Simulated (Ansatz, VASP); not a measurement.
# One calculation of Ga, two programs

```
Ga
1.0
     2.23185   -3.79323    0.00000
     2.23185    3.79323    0.00000
     0.00000    0.00000    4.53464
Ga
4
Direct
  0.84423 0.15577 0.08558
  0.65577 0.34423 0.58558
  0.15577 0.84423 0.91442
  0.34423 0.65577 0.41442
```

Alike in both runs: task single point; functional r2SCAN; k mesh 8 × 8 × 7; occupations fermi-dirac, width 0.3 eV; no spin polarisation.

|  | VASP | Ansatz |
| --- | --- | --- |
| version | VASP 6.6.1 | Ansatz 0.2.0 |
| potentials or method | VASP PAW PBE potentials, release 64 (Ga_d), cutoff 520 eV | plane waves (500 eV) with PAW, scalar-relativistic |
| valence electrons in the cell | 52 | 52 |

|  | VASP | Ansatz | Ansatz less VASP |
| --- | --- | --- | --- |
| pressure (GPa) | 0.6 | 0.4 | -0.15 |
| traceless stress, the component that is largest in VASP (GPa) | 0.48 | 0.45 | -0.040 |

VASP's potentials were made for PBE, not for r2SCAN. With one functional, cell and mesh, what is left measures potentials, basis and numerics.
